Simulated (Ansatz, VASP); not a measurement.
C: VASP beside Ansatz

```
C
1.0
     2.26300    0.00000    0.00000
    -1.13150    1.95982    0.00000
     0.00000    0.00000   28.00000
C
2
Direct
  0.33333 0.66667 0.51530
  0.66667 0.33333 0.48470
```

Alike in both runs: task single point; functional LDA; k mesh 21 × 21 × 1; occupations gaussian, width 0.1 eV; no spin polarisation.

|  | VASP | Ansatz |
| --- | --- | --- |
| version | VASP 6.6.1 | Ansatz 0.2.0 |
| potentials or method | VASP PAW LDA potentials, release 64 (C), cutoff 520 eV | scalar-relativistic, plane waves, PAW |
| valence electrons in the cell | 8 | 8 |

|  | VASP | Ansatz | Ansatz less VASP |
| --- | --- | --- | --- |
| gap on the k mesh at the Fermi level (eV) | none | none | - |
| rms of the force components (eV/Å) | 4.386 | 4.425 | +0.0387 |

LDA's correlation is that of Perdew and Zunger in VASP and of Perdew and Wang (1992) in Ansatz. Atom by atom the forces differ by 0.039 eV/Å (rms over components). A gap of «none» marks a metal or a gap that the smearing closes.
